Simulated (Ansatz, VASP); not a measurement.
**One calculation of Ni, two programs**

File INCAR:

```
SYSTEM = Ni
PREC = Accurate
ENCUT = 520
EDIFF = 1E-6
ISMEAR = -1
SIGMA = 0.05
LREAL = .False.
LASPH = .True.
NELM = 150
ALGO = Normal
ISIF = 2
LWAVE = .False.
LCHARG = .False.
ISPIN = 2
MAGMOM = 0.607
LORBIT = 11
LMAXMIX = 4
GGA = RE
NBANDS = 15
```

Contents of KPOINTS:

```
Automatic mesh
0
Gamma
  18 18 18
  0 0 0
```

File POSCAR:

```
Ni
1.0
   -1.4468590978      1.4468590978      1.4468590978
    1.4468590978     -1.4468590978      1.4468590978
    1.4468590978      1.4468590978     -1.4468590978
Ni
1
Direct
    0.0000000000      0.0000000000      0.0000000000
```

Input for Ansatz:

```yaml
crystal:
  lattice:
    - [-1.4468590978, 1.4468590978, 1.4468590978]
    - [1.4468590978, -1.4468590978, 1.4468590978]
    - [1.4468590978, 1.4468590978, -1.4468590978]
  atoms:
    - { symbol: Ni, position: [0.0, 0.0, 0.0], spin: 0.607 }
hamiltonian:
  xc: revpbe
  pseudopotentials:
    kind: paw
    azcp:
      Ni: "pseudopotentials/Ni.paw.azcp"
basis:
  ecutwfc: 420
  fft_grid_basis: typed
kpoints:
  mp_grid: { grid: [18, 18, 18], shift: [0, 0, 0] }
magnetization:
  spin_polarized: true
scf:
  occupations: { method: fermi_dirac, width: 0.05 }
  lower_state_search: "off"
output:
  stress: true
  write_density: true
  write_potential: true
  elf: true
  volumetric_format: npy
```

Alike in both runs: task single point; functional revPBE; k mesh 18 × 18 × 18; occupations fermi-dirac, width 0.05 eV; collinear spin.

|  | VASP | Ansatz |
| --- | --- | --- |
| version | VASP 6.6.1 | Ansatz 0.2.0 |
| potentials or method | VASP PAW PBE potentials, release 64 (Ni), cutoff 520 eV | plane waves (420 eV) with PAW, scalar-relativistic |
| valence electrons in the cell | 10 | 18 |

```tsv
	VASP	Ansatz	Ansatz less VASP
pressure (GPa)	-11.1	-11.3	-0.21
net moment per atom (μB)	0.60	0.60	+0.009
size of the moment on the site where the two differ most (μB)	0.61	0.64	+0.030
```

VASP's potentials were made for PBE, not for revPBE. Site moments also hang on the region over which each program counts them. VASP's potentials hold 10 valence electrons a cell and Ansatz's 18, so a difference there can come from the potentials and not from the codes.
